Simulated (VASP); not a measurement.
# LiCl (I4/mmm) in VASP: further runs

The runs below take LiCl through single point, with PBE.

Program: VASP 6.6.1. These are calculated values, not measurements. Logs are shortened: lines on timing, memory, paths and dates and some standing lists are left out, and cuts for length are marked.

## Step 1: The cell of the first run

The structure is tetragonal, space group I4/mmm (No. 139). The conventional cell has a = 3.482 Å, b = 3.482 Å, c = 5.335 Å, α = 90.00°, β = 90.00°, γ = 90.00°. Li (site symmetry 4/mmm) has 6 Cl at 2.46 to 2.67 Å within 3.3 Å. Cl (site symmetry 4/mmm) has 6 Li at 2.46 to 2.67 Å within 3.3 Å.

## Step 2: Single point, PBE (strain -0.040 along x and y, +0.040 along z)

INCAR reads:

```
SYSTEM = LiCl
ALGO = Normal ; EDIFF = 1E-6
ENCUT = 520 ; GGA = PE
ISIF = 2 ; ISMEAR = 0
LASPH = .TRUE. ; LCHARG = .FALSE.
LREAL = .FALSE. ; LWAVE = .FALSE.
NBANDS = 12 ; NELM = 80
PREC = Accurate ; SIGMA = 0.05
```

KPOINTS reads:

```
k-points
0
G
  8 8 8
  0 0 0
```

POSCAR reads:

```
LiCl
1.0
    0.0000000000      2.4621696000      2.6673504000
    2.4621696000      0.0000000000      2.6673504000
    2.4621696000      2.4621696000      0.0000000000
Li Cl
1 1
Direct
    0.0000000000      0.0000000000      0.0000000000
    0.5000000000      0.5000000000      0.5000000000
```

Potentials or basis: VASP PAW PBE potentials, release 64 (Li_sv, Cl).

Run with:

```console
> cat potpaw_PBE.64/Li_sv/POTCAR potpaw_PBE.64/Cl/POTCAR > POTCAR
> mpirun -np 1 vasp_std > vasp.out
```

OUTCAR:

```text
SYSTEM = LiCl
   EDIFF = 1E-6
   ENCUT = 520
   GGA = PE
   ISIF = 2
   ISMEAR = 0
   LASPH = .TRUE.
   LREAL = .FALSE.
   NELM = 80
   PREC = Accurate

 ion  position               nearest neighbor table
   1  0.000  0.000  0.000-   2 2.46   2 2.46   2 2.46   2 2.46
   2  0.500  0.500  0.500-   1 2.46   1 2.46   1 2.46   1 2.46

  LATTYP: Found a body centered tetragonal cell.
 ALAT       =     3.4820336412
 C/A-ratio  =     1.5320646926

  Lattice vectors:

 A1 = (  -2.4621696000,   0.0000000000,   2.6673504000)
 A2 = (   2.4621696000,   0.0000000000,   2.6673504000)
 A3 = (   0.0000000000,   2.4621696000,  -2.6673504000)

Analysis of symmetry for initial positions (statically):
=====================================================================
 Subroutine PRICEL returns:
 Original cell was already a primitive cell.

 Routine SETGRP: Setting up the symmetry group for a
 body centered tetragonal supercell.

 Subroutine GETGRP returns: Found 16 space group operations
 (whereof 16 operations were pure point group operations)
 out of a pool of 16 trial point group operations.

The static configuration has the point symmetry D_4h.

Analysis of symmetry for dynamics (positions and initial velocities):
=====================================================================
 Subroutine PRICEL returns:
 Original cell was already a primitive cell.

 Routine SETGRP: Setting up the symmetry group for a
 body centered tetragonal supercell.

 Subroutine GETGRP returns: Found 16 space group operations
 (whereof 16 operations were pure point group operations)
 out of a pool of 16 trial point group operations.

The dynamic configuration has the point symmetry D_4h.

 Subroutine INISYM returns: Found 16 space group operations
 (whereof 16 operations are pure point group operations),
 and found     1 'primitive' translations

----------------------------------------------------------------------------------------

                                     Primitive cell

  volume of cell :      32.3404

  direct lattice vectors                    reciprocal lattice vectors
     0.000000000  2.462169600  2.667350400    -0.203072932  0.203072932  0.187451937
     2.462169600  0.000000000  2.667350400     0.203072932 -0.203072932  0.187451937
     2.462169600  2.462169600  0.000000000     0.203072932  0.203072932 -0.187451937

  length of vectors
     3.630018911  3.630018911  3.482033641     0.342951105  0.342951105  0.342951105

  position of ions in fractional coordinates (direct lattice)
     0.000000000  0.000000000  0.000000000
     0.500000000  0.500000000  0.500000000

  ion indices of the primitive-cell ions
   primitive index   ion index
                 1           1
                 2           2

----------------------------------------------------------------------------------------

 KPOINTS: k-points

Automatic generation of k-mesh.
 Grid dimensions read from file:
 generate k-points for:    8    8    8

 Generating k-lattice:

  Cartesian coordinates                     Fractional coordinates (reciprocal lattice)
    -0.025384117  0.025384117  0.023431492     0.125000000  0.000000000  0.000000000
     0.025384117 -0.025384117  0.023431492     0.000000000  0.125000000  0.000000000
     0.025384117  0.025384117 -0.023431492     0.000000000  0.000000000  0.125000000

  Length of vectors
     0.042868888  0.042868888  0.042868888

  Shift w.r.t. Gamma in fractional coordinates (k-lattice)
     0.000000000  0.000000000  0.000000000

 Subroutine IBZKPT returns following result:
 ===========================================

 Found     59 irreducible k-points:

 Following reciprocal coordinates:
            Coordinates               Weight
  0.000000  0.000000  0.000000      1.000000
  0.125000 -0.000000  0.000000      8.000000
  0.250000 -0.000000  0.000000      8.000000
  0.375000 -0.000000  0.000000      8.000000
  0.500000 -0.000000  0.000000      4.000000
  0.125000  0.125000  0.000000      2.000000
[... 16 lines left out ...]
  0.250000 -0.000000  0.125000     16.000000
  0.375000 -0.000000  0.125000     16.000000
 [... further k-points ...]
   k-points           NKPTS =     59   k-points in BZ     NKDIM =     59   number of bands    NBANDS=     12
   number of dos      NEDOS =    301   number of ions     NIONS =      2
   total plane-waves  NPLWV =  21952
   dimension x,y,z NGX =    28 NGY =   28 NGZ =   28
   dimension x,y,z NGXF=    56 NGYF=   56 NGZF=   56
   ions per type =               1   1
   NGX,Y,Z   is equivalent  to a cutoff of  12.82, 12.82, 13.37 a.u.
   NGXF,Y,Z  is equivalent  to a cutoff of  25.65, 25.65, 26.74 a.u.
 SYSTEM =  LiCl
   PREC   = accura    normal or accurate (medium, high low for compatibility)
   ISTART =      0    job   : 0-new  1-cont  2-samecut
   ICHARG =      2    charge: 1-file 2-atom 10-const
   ISPIN  =      1    spin polarized calculation?
   LNONCOLLINEAR =      F non collinear calculations
[... 65 lines left out ...]
      3       0.8295      2.00000
      4       0.8295      2.00000
      5       0.9981      2.00000
      6       7.4836      0.00000
      7      12.4314      0.00000
      8      13.1588      0.00000
      9      13.1588      0.00000
     10      14.7122      0.00000
     11      14.9941      0.00000
     12      16.2805      0.00000

 k-point     2 :       0.1250   -0.0000    0.0000
  band No.  band energies     occupation
      1     -42.5312      2.00000
      2     -12.5740      2.00000
      3       0.3175      2.00000
      4       0.8137      2.00000
      5       0.8856      2.00000
      6       7.9457      0.00000
      7      12.0815      0.00000
      8      12.4180      0.00000
      9      13.2176      0.00000
     10      13.9189      0.00000
     11      14.4103      0.00000
     12      16.0959      0.00000

 k-point     3 :       0.2500   -0.0000    0.0000
  band No.  band energies     occupation
      1     -42.5300      2.00000
      2     -12.3637      2.00000
      3      -0.7852      2.00000
      4       0.7155      2.00000
      5       0.7795      2.00000
      6       8.2778      0.00000
      7      11.2484      0.00000
      8      12.0869      0.00000
      9      12.1047      0.00000
     10      14.9717      0.00000
     11      15.0123      0.00000
     12      16.7891      0.00000

 k-point     4 :       0.3750   -0.0000    0.0000
  band No.  band energies     occupation
      1     -42.5288      2.00000
      2     -12.1338      2.00000
      3      -1.7264      2.00000
      4       0.5631      2.00000
      5       0.7507      2.00000
      6       7.8911      0.00000
      7      10.4552      0.00000
      8      11.0951      0.00000
      9      13.4155      0.00000
     10      16.6601      0.00000
     11      16.9398      0.00000
     12      17.5624      0.00000

 k-point     5 :       0.5000   -0.0000    0.0000
  band No.  band energies     occupation
      1     -42.5282      2.00000
      2     -12.0317      2.00000
      3      -2.0889      2.00000
      4       0.5035      2.00000
      5       0.7403      2.00000
      6       7.6737      0.00000
      7      10.1739      0.00000
      8      10.7493      0.00000
      9      14.2933      0.00000
     10      17.9053      0.00000
     11      18.1572      0.00000
     12      18.5541      0.00000
[... 228 lines left out ...]
      1     -42.5282      2.00000
      2     -11.8654      2.00000
      3      -2.1910      2.00000
      4      -0.1064      2.00000
      5      -0.1064      2.00000
      6       9.0834      0.00000
      7       9.3827      0.00000
      8      12.9865      0.00000
      9      15.8022      0.00000
     10      15.8022      0.00000
     11      18.1468      0.00000
     12      19.7521      0.00000

 k-point    22 :       0.1250    0.0000    0.1250
  band No.  band energies     occupation
      1     -42.5310      2.00000
      2     -12.5401      2.00000
      3       0.3643      2.00000
      4       0.5727      2.00000
      5       0.8243      2.00000
      6       8.2209      0.00000
      7      12.0086      0.00000
      8      12.7062      0.00000
      9      12.7194      0.00000
     10      12.8054      0.00000
     11      15.5843      0.00000
     12      16.2700      0.00000

 k-point    23 :       0.2500   -0.0000    0.1250
  band No.  band energies     occupation
      1     -42.5299      2.00000
      2     -12.3646      2.00000
      3      -0.5107      2.00000
      4       0.4697      2.00000
      5       0.6589      2.00000
      6       8.8775      0.00000
      7      11.1851      0.00000
      8      11.4697      0.00000
      9      12.4245      0.00000
     10      13.6692      0.00000
     11      15.9025      0.00000
     12      17.5062      0.00000

 k-point    24 :       0.3750   -0.0000    0.1250
  band No.  band energies     occupation
      1     -42.5287      2.00000
      2     -12.1335      2.00000
      3      -1.4646      2.00000
      4       0.3919      2.00000
      5       0.4515      2.00000
      6       8.6382      0.00000
      7      10.6468      0.00000
      8      11.4527      0.00000
      9      12.1873      0.00000
     10      15.2171      0.00000
     11      17.5306      0.00000
     12      18.4632      0.00000

 [... further k-points ...]
[... 5 lines left out ...]
  --------------------------------------------------------------------------------------
  -------------------------------------------------------------------------------------
  Total        0.6768779      0.6768779      0.0353177      0.0000000      0.0000000     -0.0000000
  in kB       33.5331941     33.5331941      1.7496750      0.0000000      0.0000000     -0.0000000
  external PRESSURE =      22.9386877 kB  Pullay stress =       0.0000000 kB

 VOLUME and BASIS-vectors are now :
 -----------------------------------------------------------------------------
  energy-cutoff  :      520.00
  volume of cell :       32.34
      direct lattice vectors                 reciprocal lattice vectors
     0.000000000  2.462169600  2.667350400    -0.203072932  0.203072932  0.187451937
     2.462169600  0.000000000  2.667350400     0.203072932 -0.203072932  0.187451937
     2.462169600  2.462169600  0.000000000     0.203072932  0.203072932 -0.187451937

 POSITION                                       TOTAL-FORCE (eV/Angst)
 -----------------------------------------------------------------------------------
      0.00000      0.00000      0.00000         0.000000      0.000000      0.000000
      2.46217      2.46217      2.66735        -0.000000     -0.000000     -0.000000
 -----------------------------------------------------------------------------------
    total drift:                                0.000000      0.000000      0.000000

  FREE ENERGIE OF THE ION-ELECTRON SYSTEM (eV)
  ---------------------------------------------------
  free  energy   TOTEN  =        -7.3583172278 eV

  energy  without entropy=       -7.3583172278  energy(sigma->0) =       -7.35831723
```

Run time: 15 s. Hardware: 1 thread of Intel Xeon Platinum 8488C (Sapphire Rapids), shared host; peak memory 0.16 GiB.

What came out:

- Free energy: -7.3583 eV
- Band gap on the k mesh: 6.49 eV, direct

Caveat: the cell differs from its parent crystal (strain -0.040 along x and y, +0.040 along z); the cutoff is under 1.25 times the usual one of these potentials, so pressure, stress and relaxed cells hold a basis-set (Pulay) error. A k mesh can miss the band edges.

## Step 3: Single point, PBE (strain -0.040 along x and y, +0.080 along z)

INCAR reads:

```
PREC = Accurate
ENCUT = 520
EDIFF = 1E-6
ISMEAR = 0
SIGMA = 0.05
LREAL = F
LASPH = T
NELM = 60
ALGO = Normal
ISIF = 2
LWAVE = F
LCHARG = F
GGA = PE
NBANDS = 12
```

KPOINTS reads:

```
Automatic mesh
0
Gamma
  8 8 8
```

POSCAR reads:

```
LiCl
1.0
    0.0000000000      2.4621696000      2.7699408000
    2.4621696000      0.0000000000      2.7699408000
    2.4621696000      2.4621696000      0.0000000000
Li Cl
1 1
Direct
    0.0000000000      0.0000000000      0.0000000000
    0.5000000000      0.5000000000      0.5000000000
```

Potentials or basis: VASP PAW PBE potentials, release 64 (Li_sv, Cl).

Run with:

```console
> cat potpaw_PBE.64/Li_sv/POTCAR potpaw_PBE.64/Cl/POTCAR > POTCAR
> mpirun -np 1 vasp_std > vasp.out
```

Run time: 17 s. Hardware: 1 thread of Intel Xeon Platinum 8488C (Sapphire Rapids), shared host; peak memory 0.16 GiB.

It converged, with:

- Free energy: -7.3551 eV
- Band gap on the k mesh: 6.26 eV, direct

Levels at points of the mesh, in eV from the valence-band top:
| k point | band 2 | band 3 | band 4 | band 5 | band 6 | band 7 | band 8 | band 9 |
| --- | --- | --- | --- | --- | --- | --- | --- | --- |
| (0.00, 0.00, 0.00) | -13.53 | -0.20 | -0.20 | 0.00 | 6.26 | 11.24 | 12.28 | 12.28 |
| (0.50, 0.00, 0.00) | -12.96 | -2.94 | -0.53 | -0.20 | 6.62 | 9.10 | 9.87 | 12.87 |
| (0.50, 0.50, 0.00) | -12.86 | -3.00 | -0.97 | -0.97 | 8.11 | 8.56 | 11.39 | 14.74 |
| (0.50, 0.00, 0.50) | -12.62 | -3.04 | -1.73 | -0.95 | 7.80 | 8.10 | 12.79 | 12.97 |

Caveat: the cell differs from its parent crystal (strain -0.040 along x and y, +0.080 along z); the cutoff is under 1.25 times the usual one of these potentials, so pressure, stress and relaxed cells hold a basis-set (Pulay) error.

## Step 4: Single point, PBE (strain +0.040 along x and y, -0.080 along z)

INCAR reads:

```
SYSTEM = LiCl
ALGO     = Normal         ! electronic algorithm
EDIFF    = 1E-6           ! SCF threshold, eV
ENCUT    = 520            ! plane-wave cutoff, eV
GGA      = PE             ! functional
ISIF     = 2              ! what is computed and relaxed
ISMEAR   = 0              ! smearing method
LASPH    = .True.         ! aspherical terms in the spheres
LCHARG   = .False.        ! write CHGCAR
LREAL    = .False.        ! projectors in reciprocal space
LWAVE    = .False.        ! write WAVECAR
NBANDS   = 12             ! bands
NELM     = 60             ! most SCF steps
PREC     = Accurate       ! precision mode
SIGMA    = 0.05           ! smearing width, eV
```

KPOINTS reads:

```
k-points
0
Gamma
  8 8 8
  0 0 0
```

POSCAR reads:

```
LiCl
1.0
    0.0000000000      2.6673504000      2.3595792000
    2.6673504000      0.0000000000      2.3595792000
    2.6673504000      2.6673504000      0.0000000000
Li Cl
1 1
Direct
    0.0000000000      0.0000000000      0.0000000000
    0.5000000000      0.5000000000      0.5000000000
```

Run with:

```console
> cat potpaw_PBE.64/Li_sv/POTCAR potpaw_PBE.64/Cl/POTCAR > POTCAR
> mpirun -np 1 vasp_std > vasp.out
```

It took 15 s on 1 thread of Intel Xeon Platinum 8488C (Sapphire Rapids), shared host; peak memory 0.16 GiB.

Results (log left out):

```yaml
Free_energy: -7.3434 eV
Band_gap_on_the_k_mesh: 6.25 eV, direct
```

Levels at points of the mesh, in eV from the valence-band top:
```
           k point  band 1  band 2  band 3  band 4  band 5  band 6  band 7  band 8  band 9  band 10
(0.00, 0.00, 0.00)  -43.58  -13.54   -0.44    0.00    0.00    6.25   11.59   11.59   12.63    13.59
(0.50, 0.00, 0.00)  -43.57  -12.97   -2.94   -0.52   -0.25    6.60    8.90   10.08   12.88    16.36
(0.50, 0.50, 0.00)  -43.57  -12.59   -3.02   -1.48   -1.48    7.79    7.81   13.55   13.55    13.63
(0.50, 0.00, 0.50)  -43.57  -12.78   -3.05   -1.52   -0.70    7.97    8.47   11.85   13.20    15.86
```

Caveat: the cell differs from its parent crystal (strain +0.040 along x and y, -0.080 along z); the cutoff is under 1.25 times the usual one of these potentials, so pressure, stress and relaxed cells hold a basis-set (Pulay) error.

## Step 5: Single point, PBE (strain +0.040 along x and y, -0.040 along z)

INCAR reads:

```
SYSTEM = LiCl
ALGO     = Normal         ! electronic algorithm
EDIFF    = 1E-6           ! SCF threshold, eV
ENCUT    = 520            ! plane-wave cutoff, eV
GGA      = PE             ! functional
ISIF     = 2              ! what is computed and relaxed
ISMEAR   = 0              ! smearing method
LASPH    = .TRUE.         ! aspherical terms in the spheres
LCHARG   = .FALSE.        ! write CHGCAR
LREAL    = .FALSE.        ! projectors in reciprocal space
LWAVE    = .FALSE.        ! write WAVECAR
NBANDS   = 12             ! bands
NELM     = 80             ! most SCF steps
PREC     = Accurate       ! precision mode
SIGMA    = 0.05           ! smearing width, eV
```

KPOINTS reads:

```
k-points
0
G
  8 8 8
  0 0 0
```

POSCAR reads:

```
LiCl
1.0
    0.0000000000      2.6673504000      2.4621696000
    2.6673504000      0.0000000000      2.4621696000
    2.6673504000      2.6673504000      0.0000000000
Li Cl
1 1
Direct
    0.0000000000      0.0000000000      0.0000000000
    0.5000000000      0.5000000000      0.5000000000
```

Run with:

```console
> cat potpaw_PBE.64/Li_sv/POTCAR potpaw_PBE.64/Cl/POTCAR > POTCAR
> mpirun -np 1 vasp_std > vasp.out
```

Wall time 18 s (1 thread of Intel Xeon Platinum 8488C (Sapphire Rapids), shared host); peak memory 0.16 GiB.

The run converged. Its results:

| Item | Value |
| --- | --- |
| Free energy | -7.3711 eV |
| Band gap on the k mesh | 6.06 eV, direct |

Levels at points of the mesh, in eV from the valence-band top:
```csv
k point,band 2,band 3,band 4,band 5,band 6,band 7,band 8,band 9
"(0.00, 0.00, 0.00)",-13.35,-0.26,0.00,0.00,6.06,11.66,11.66,12.32
"(0.50, 0.00, 0.00)",-12.83,-2.74,-0.40,-0.23,6.63,9.10,9.79,12.51
"(0.50, 0.50, 0.00)",-12.53,-2.80,-1.26,-1.26,7.70,8.04,12.83,13.42
"(0.50, 0.00, 0.50)",-12.65,-2.80,-1.29,-0.78,7.82,8.44,11.71,13.23
```

Caveat: the cell differs from its parent crystal (strain +0.040 along x and y, -0.040 along z); the cutoff is under 1.25 times the usual one of these potentials, so pressure, stress and relaxed cells hold a basis-set (Pulay) error. A k mesh can miss the band edges.

## Step 6: The runs side by side

| cell | gap on the mesh (eV) |
| --- | --- |
| a = 3.630, b = 3.630, c = 3.482 Å, angles 61.3, 61.3, 57.3°, 2 atoms | 6.49 |
| a = 3.706, b = 3.706, c = 3.482 Å, angles 62.0, 62.0, 56.0°, 2 atoms | 6.26 |
| a = 3.561, b = 3.561, c = 3.772 Å, angles 58.0, 58.0, 64.0°, 2 atoms | 6.25 |
| a = 3.630, b = 3.630, c = 3.772 Å, angles 58.7, 58.7, 62.6°, 2 atoms | 6.06 |

Alike in all rows: task single point; level PBE; potentials or basis VASP PAW PBE potentials, release 64 (Li_sv, Cl); no spin polarisation; k mesh 8 × 8 × 8; cutoff (eV) 520; smearing gaussian 0.05 eV.

Caveats: the cutoff is under 1.25 times the usual one of these potentials, so pressure, stress and relaxed cells hold a basis-set (Pulay) error.

Absolute energies hang on the potentials; compare differences alone.
